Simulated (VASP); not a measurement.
Runs of VASP 6.6.1 on Ba. The structure is that of space group P6_422 (No. 181), or close to it. The cells are those of the table. The cell was built from a structure type or drawn by symmetry, and may not be a known phase.

```csv
task,cell,k mesh,cutoff (eV),gap on the mesh (eV),pressure (GPa),relaxed volume (Å³/atom)
relaxation of cell and atoms,"relaxed from a = 4.245, b = 4.245, c = 11.241 Å, angles 90.0, 90.0, 120.0°, 3 atoms",6 × 6 × 2,600,none,-0.1,64.02
single point,"a = 4.396, b = 4.396, c = 11.254 Å, angles 90.0, 90.0, 120.0°, 3 atoms",6 × 6 × 2,520,none,0.1,-
relaxation of cell and atoms,"relaxed from a = 5.827, b = 5.827, c = 7.660 Å, angles 90.0, 90.0, 120.0°, 3 atoms",3 × 3 × 2,600,none,0.0,(a)
single point,"a = 4.245, b = 4.245, c = 11.241 Å, angles 90.0, 90.0, 120.0°, 3 atoms",3 × 3 × 2,520,none,0.1,-
```

Alike in all rows: level PBE; potentials or basis VASP PAW PBE potentials, release 64 (Ba_sv); no spin polarisation; smearing gaussian 0.1 eV.

Problem. Fill in the values left out.

Solution. (a) 59.48.

Caveats: some runs use coarse meshes; spin-orbit coupling is left out, which moves the levels of the heavy elements; the volume moved by over 15 % at a fixed basis, so the end points are rough (at least some runs).

A k mesh can miss the band edges, and the runs leave out spin-orbit coupling on Ba.

A gap of «none» marks levels without a gap at the run's occupations.
